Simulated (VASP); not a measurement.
# FeO (Fm-3m) in VASP: a series of runs, part 2 of 2

VASP 6.6.1. The steps go on from the part before.

## 5. Single point, PBE

This run uses another cell than the first one, of 10.01 Å³/atom, 0.980 times its volume.

Contents of INCAR:

```
PREC = Accurate ; ENCUT = 520
EDIFF = 1E-6 ; ISMEAR = -1
SIGMA = 0.05 ; LREAL = F
LASPH = T ; NELM = 100
ALGO = Normal ; ISIF = 2
LWAVE = F ; LCHARG = T
GGA = PE ; LELF = T
LVHAR = T ; NBANDS = 14
```

Contents of KPOINTS:

```
regular mesh
0
Gamma
  11 11 11
```

Contents of POSCAR:

```
FeO
1.0
    0.0000000000      2.1554001600      2.1554001600
    2.1554001600      0.0000000000      2.1554001600
    2.1554001600      2.1554001600      0.0000000000
Fe O
1 1
Direct
    0.0000000000      0.0000000000      0.0000000000
    0.5000000000      0.5000000000      0.5000000000
```

Potentials or basis: VASP PAW PBE potentials, release 64 (Fe, O).

On the command line:

```sh
cat potpaw_PBE.64/Fe/POTCAR potpaw_PBE.64/O/POTCAR > POTCAR
mpirun -np 1 vasp_std > vasp.out
```

OUTCAR:

```text
PREC = Accurate
   ENCUT = 520
   EDIFF = 1E-6
   ISMEAR = -1
   LREAL = F
   LASPH = T
   NELM = 100
   ISIF = 2
   GGA = PE

 ion  position               nearest neighbor table
   1  0.000  0.000  0.000-   2 2.16   2 2.16   2 2.16   2 2.16   2 2.16   2 2.16
   2  0.500  0.500  0.500-   1 2.16   1 2.16   1 2.16   1 2.16   1 2.16   1 2.16

  LATTYP: Found a face centered cubic cell.
 ALAT       =     4.3108003200

  Lattice vectors:

 A1 = (   0.0000000000,   2.1554001600,   2.1554001600)
 A2 = (   2.1554001600,   0.0000000000,   2.1554001600)
 A3 = (   2.1554001600,   2.1554001600,   0.0000000000)

Analysis of symmetry for initial positions (statically):
=====================================================================
 Subroutine PRICEL returns:
 Original cell was already a primitive cell.

 Routine SETGRP: Setting up the symmetry group for a
 face centered cubic supercell.

 Subroutine GETGRP returns: Found 48 space group operations
 (whereof 48 operations were pure point group operations)
 out of a pool of 48 trial point group operations.

The static configuration has the point symmetry O_h .

Analysis of symmetry for dynamics (positions and initial velocities):
=====================================================================
 Subroutine PRICEL returns:
 Original cell was already a primitive cell.

 Routine SETGRP: Setting up the symmetry group for a
 face centered cubic supercell.

 Subroutine GETGRP returns: Found 48 space group operations
 (whereof 48 operations were pure point group operations)
 out of a pool of 48 trial point group operations.

The dynamic configuration has the point symmetry O_h .

 Subroutine INISYM returns: Found 48 space group operations
 (whereof 48 operations are pure point group operations),
 and found     1 'primitive' translations

----------------------------------------------------------------------------------------

                                     Primitive cell

  volume of cell :      20.0269

  direct lattice vectors                    reciprocal lattice vectors
[... 117 lines left out ...]
   LRPA    =     F    only Hartree local field effects (RPA)
 non-spin polarized calculation
  energy-cutoff  :      520.00
  volume of cell :       20.03
 maximum number of plane-waves:       556
   NGX = 11   NGY = 11   NGZ = 11

 number of electron      13.9999999 magnetization

 Free energy of the ion-electron system (eV)
  ---------------------------------------------------
  ext. energy  EPLUGINS =         0.00000000
  ---------------------------------------------------
  free energy    TOTEN  =       -13.54917165 eV

  energy without entropy =      -13.48842310  energy(sigma->0) =      -13.51879738

 E-fermi :   5.5018     XC(G=0): -12.2196

 val. band max:        5.5011411586   @ k =   0.3636   0.3636   0.0000
 cond. band min:       5.5049989394   @ k =  -0.4545   0.4545   0.0000
 fundamental gap:      0.0038577808
 Fermi energy:         5.5017613815

 k-point     1 :       0.0000    0.0000    0.0000
  band No.  band energies     occupation
      1     -14.9418      2.00000
      2       1.8909      2.00000
      3       1.8909      2.00000
      4       1.8909      2.00000
      5       4.2274      2.00000
      6       4.2277      2.00000
      7       4.2277      2.00000
      8       4.7079      2.00000
      9       4.7083      2.00000
     10       6.5141      0.00000
     11      21.7460      0.00000
     12      23.7256      0.00000
     13      23.7256      0.00000
     14      23.7256      0.00000
[... 377 lines left out ...]
      1     -14.2854      2.00000
      2      -1.0329      2.00000
      3       0.3965      2.00000
      4       0.6046      2.00000
      5       4.6512      2.00000
      6       4.8802      1.99999
      7       5.0807      1.99956
      8       5.3974      1.77949
      9       6.8282      0.00000
     10      10.0217      0.00000
     11      17.1645      0.00000
     12      18.4789      0.00000
     13      21.7431      0.00000
     14      24.8758      0.00000

 [... further k-points ...]

------------------------ aborting loop because EDIFF is reached ----------------------------------------

  FORCE on cell =-STRESS in cart. coord.  units (eV):
  Direction    XX          YY          ZZ          XY          YZ          ZX
  --------------------------------------------------------------------------------------
  -------------------------------------------------------------------------------------
  Total       -3.1711441     -3.1711441     -3.1711441      0.0000000      0.0000000      0.0000000
  in kB     -253.6955375   -253.6955375   -253.6955375      0.0000000      0.0000000      0.0000000
  external PRESSURE =    -253.6955375 kB  Pullay stress =       0.0000000 kB

 VOLUME and BASIS-vectors are now :
 -----------------------------------------------------------------------------
  energy-cutoff  :      520.00
  volume of cell :       20.03
      direct lattice vectors                 reciprocal lattice vectors
     0.000000000  2.155400160  2.155400160    -0.231975486  0.231975486  0.231975486
     2.155400160  0.000000000  2.155400160     0.231975486 -0.231975486  0.231975486
     2.155400160  2.155400160  0.000000000     0.231975486  0.231975486 -0.231975486

 POSITION                                       TOTAL-FORCE (eV/Angst)
 -----------------------------------------------------------------------------------
      0.00000      0.00000      0.00000         0.000000      0.000000      0.000000
      2.15540      2.15540      2.15540         0.000000      0.000000      0.000000
 -----------------------------------------------------------------------------------
    total drift:                                0.000000     -0.000000     -0.000000

  FREE ENERGIE OF THE ION-ELECTRON SYSTEM (eV)
  ---------------------------------------------------
  free  energy   TOTEN  =       -13.5491716535 eV

  energy  without entropy=      -13.4884231004  energy(sigma->0) =      -13.51879738
```

It took 32 s on 1 thread of Intel Xeon 6975P-C, shared host; peak memory 0.15 GiB.

What came out:

```yaml
Free_energy: -13.5492 eV
Pressure: -25.4 GPa
Band_gap_on_the_k_mesh: zero (band 7 reaches 5.53 eV, above the bottom of band 8 at 4.71 eV)
```

Levels at points of the mesh, in eV from the Fermi level:
```csv
k point,band 5,band 6,band 7,band 8,band 9,band 10
"(0.00, 0.00, 0.00)",-1.27,-1.27,-1.27,-0.79,-0.79,1.01
```

Caveat: the run has no spin polarisation, though such a crystal can be magnetic; semilocal functionals often make such compounds metallic where correlation or magnetic order opens a gap, which also shifts bond lengths. With open d or f shells a metallic result of PBE can be an artefact of self-interaction; +U or a hybrid may open a gap.

## 6. Single point, PBE, collinear spin, ferromagnetic start

This run uses another cell than the first one, of 10.01 Å³/atom, 0.980 times its volume.

Contents of INCAR:

```
SYSTEM = FeO
PREC     = Accurate       ! precision mode
ENCUT    = 520            ! plane-wave cutoff, eV
EDIFF    = 1E-6           ! SCF threshold, eV
ISMEAR   = -1             ! smearing method
SIGMA    = 0.05           ! smearing width, eV
LREAL    = .False.        ! projectors in reciprocal space
LASPH    = .True.         ! aspherical terms in the spheres
NELM     = 150            ! most SCF steps
ALGO     = Normal         ! electronic algorithm
ISIF     = 2              ! what is computed and relaxed
LWAVE    = .False.        ! write WAVECAR
LCHARG   = .False.        ! write CHGCAR
ISPIN    = 2              ! spin polarisation
MAGMOM   = -2.68 0        ! initial moments
LORBIT   = 11             ! projections on sites
LMAXMIX  = 4              ! l up to which the mixer works
GGA      = PE             ! functional
NBANDS   = 18             ! bands
```

Contents of KPOINTS:

```
Automatic mesh
0
Gamma
  11 11 11
  0 0 0
```

POSCAR is that of step 5.

Potentials or basis: VASP PAW PBE potentials, release 64 (Fe, O).

On the command line:

```sh
cat potpaw_PBE.64/Fe/POTCAR potpaw_PBE.64/O/POTCAR > POTCAR
mpirun -np 1 vasp_std > vasp.out
```

It took 1.7 min on 1 thread of Intel Xeon 6975P-C, shared host; peak memory 0.17 GiB.

Results (log left out):

| Quantity | Value |
| --- | --- |
| Free energy | -14.9359 eV |
| Pressure | -0.2 GPa |
| Band gap on the k mesh | zero (filled and empty bands overlap) |
| Net moment | -4.00 μB per cell |
| Site moments | Fe -3.62; O -0.30 μB |
| Valence electrons inside the program's atomic spheres | Fe 6.73; O 4.99 |

Levels at points of the mesh, in eV from the Fermi level:
Spin up:
| k point | band 2 | band 3 | band 4 | band 5 | band 6 | band 7 | band 8 | band 9 |
| --- | --- | --- | --- | --- | --- | --- | --- | --- |
| (0.00, 0.00, 0.00) | -3.24 | -3.24 | -3.24 | -0.73 | -0.73 | -0.73 | 0.20 | 0.20 |
Spin down:
| k point | band 7 | band 8 | band 9 | band 10 | band 11 | band 12 |
| --- | --- | --- | --- | --- | --- | --- |
| (0.00, 0.00, 0.00) | -3.80 | -3.67 | -3.67 | 0.09 | 15.47 | 17.03 |

Caveat: a cell with one magnetic atom can't hold antiferromagnetic order, which such compounds often take; semilocal functionals often make such compounds metallic where correlation or magnetic order opens a gap, which also shifts bond lengths.

## 7. The runs side by side

| spin | cell | gap on the mesh (eV) | pressure (GPa) | moment (μB) |
| --- | --- | --- | --- | --- |
| collinear, ferromagnetic start | a = 3.068 Å, angles 60.0°, 2 atoms | none | -3.7 | 4.00 |
| collinear, ferromagnetic start | a = 3.088 Å, angles 60.0°, 2 atoms | none | -6.9 | 4.00 |
| collinear, ferromagnetic start | a = 3.108 Å, angles 60.0°, 2 atoms | none | -9.8 | 4.00 |
| off | a = 3.048 Å, angles 60.0°, 2 atoms | none | -25.4 | - |
| collinear, ferromagnetic start | a = 3.048 Å, angles 60.0°, 2 atoms | none | -0.2 | 4.00 |

Alike in all rows: task single point; level PBE; potentials or basis VASP PAW PBE potentials, release 64 (Fe, O); k mesh 11 × 11 × 11; cutoff (eV) 520; smearing fermi-dirac 0.05 eV.

Caveats: semilocal functionals often make such compounds metallic where correlation or magnetic order opens a gap, which also shifts bond lengths; a cell with one magnetic atom can't hold antiferromagnetic order, which such compounds often take (some runs).

Total energies depend on the potentials used, so only differences within one code and one set of settings carry meaning.

## 8. Comparison with measurements

Step 6. A measured gap of FeO is 2.4 eV (optical; quoted in “W\"ustite: Electric, thermodynamic and optical properties of FeO”, 2012, arxiv:1203.1201); the calculated 0.00 eV misses it by -2.40 eV. So large a miss can be the level of theory's own, or it may mean another phase, state or a wrong row. The value is that of PBE on a finite k mesh, which can miss the band edges, without temperature or zero-point motion. Semilocal functionals fall short of measured gaps as a rule. The run's magnetic order (collinear spin, ferromagnetic start) needn't be the measured crystal's.
